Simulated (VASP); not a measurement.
Here is a VASP 6.6.1 calculation.

Contents of POSCAR:

```
HfO2
1.0
    0.0000000000      2.5575019374      2.5575019374
    2.5575019374      0.0000000000      2.5575019374
    2.5575019374      2.5575019374      0.0000000000
Hf O
1 2
Direct
    0.0000000000      0.0000000000      0.0000000000
    0.2500000000      0.2500000000      0.2500000000
    0.7500000000      0.7500000000      0.7500000000
```

File INCAR.step1:

```
PREC     = Accurate       # precision mode
ENCUT    = 520            # plane-wave cutoff, eV
EDIFF    = 1E-5           # SCF threshold, eV
ISMEAR   = 0              # smearing method
SIGMA    = 0.05           # smearing width, eV
LREAL    = False          # projectors in reciprocal space
LASPH    = True           # aspherical terms in the spheres
NELM     = 80             # most SCF steps
ALGO     = Normal         # electronic algorithm
ISIF     = 2              # what is computed and relaxed
LWAVE    = True           # write WAVECAR
LCHARG   = False          # write CHGCAR
GGA      = PE             # functional
NBANDS   = 18             # bands
```

Contents of INCAR.step2:

```
PREC     = Accurate       # precision mode
ENCUT    = 520            # plane-wave cutoff, eV
EDIFF    = 1E-6           # SCF threshold, eV
ISMEAR   = 0              # smearing method
SIGMA    = 0.05           # smearing width, eV
LREAL    = False          # projectors in reciprocal space
LASPH    = True           # aspherical terms in the spheres
NELM     = 80             # most SCF steps
ALGO     = Normal         # electronic algorithm
ISIF     = 2              # what is computed and relaxed
LWAVE    = False          # write WAVECAR
LCHARG   = False          # write CHGCAR
METAGGA  = R2SCAN         # meta-GGA
LHFCALC  = True           # exact exchange
AEXX     = 0.5            # exact-exchange fraction
LMIXTAU  = True         
PRECFOCK = Normal       
ISTART   = 1            
NBANDS   = 18             # bands
```

KPOINTS

```
regular mesh
0
Gamma
  4 4 4
```

Potentials or basis: VASP PAW PBE potentials, release 64 (Hf_pv, O).

Run with:

```bash
$ cat potpaw_PBE.64/Hf_pv/POTCAR potpaw_PBE.64/O/POTCAR > POTCAR
$ cp INCAR.step1 INCAR
$ mpirun -np 1 vasp_std > vasp.out
$ cp INCAR.step2 INCAR
$ mpirun -np 1 vasp_std > vasp.out
```

**Question.** What does it give for the pressure?

**Answer.** -20.9 GPa.

**Question.** Predict the band gap on the k mesh.

**Answer.** 8.59 eV.

Caveat: the k points lie up to 0.53 Å⁻¹ apart; the PAW data sets were made with another functional, which shifts forces and pressure a little; spin-orbit coupling is left out, which moves the levels of the heavy elements. A k mesh can miss the band edges.
